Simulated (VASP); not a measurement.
The system is Na3I2.

```
CELL_PARAMETERS angstrom
3.62203 2.09118 6.59263
-3.62203 2.09118 6.59263
0.00000 -4.18236 6.59263
ATOMIC_POSITIONS crystal
Na 0.05625 0.44375 0.75000
Na 0.75000 0.05625 0.44375
Na 0.44375 0.75000 0.05625
Na 0.94375 0.55625 0.25000
Na 0.25000 0.94375 0.55625
Na 0.55625 0.25000 0.94375
I 0.85218 0.85218 0.85218
I 0.64782 0.64782 0.64782
I 0.14782 0.14782 0.14782
I 0.35218 0.35218 0.35218
```

```yaml
Program: VASP 6.6.1
Task: relaxation of cell and atoms
Functional: PBE
Potentials_or_basis: VASP PAW PBE potentials, release 64 (Na_pv, I)
Cutoff: 500 eV
k_mesh: 3 × 3 × 3
Occupations: gaussian, width 0.1 eV
Spin: no spin polarisation
```

At the start: pressure 8.1 GPa; volume 29.96 Å³/atom.

**Question.** How do energy, volume and symmetry change on relaxing?

**Answer.** Over 5 steps the energy falls by 241.9 meV/atom and the volume is 43.09 Å³/atom (+43.8 %); space group R-3c (No. 167, to 0.1 Å) before and after.

Step by step:
```
step  energy change (eV)  largest force (eV/Å)  pressure (GPa)  volume (Å³)
   1              0.0000                0.2248            8.09       299.61
   2             -2.0598                0.0870            2.16       370.06
   3             -2.3780                0.0517            0.61       408.46
   4             -2.4176                0.0403            0.10       426.68
   5             -2.4190                0.0386            0.00       430.86
```

Final structure:
```
Na I
1.0
     4.09409    2.36372    7.42047
    -4.09409    2.36372    7.42047
     0.00000   -4.72745    7.42047
Na I
6 4
Cartesian
  -1.5944 -2.3637 9.2756
  2.8443 -0.1990 9.2756
  -1.2498 2.5627 9.2756
  1.5944 2.3637 12.9858
  -2.8443 0.1990 12.9858
  1.2498 -2.5627 12.9858
  0.0000 0.0000 18.9499
  0.0000 0.0000 14.4422
  0.0000 0.0000 3.3115
  0.0000 0.0000 7.8192
```

Caveat: the volume moved by over 15 % at a fixed basis, so the end points are rough.
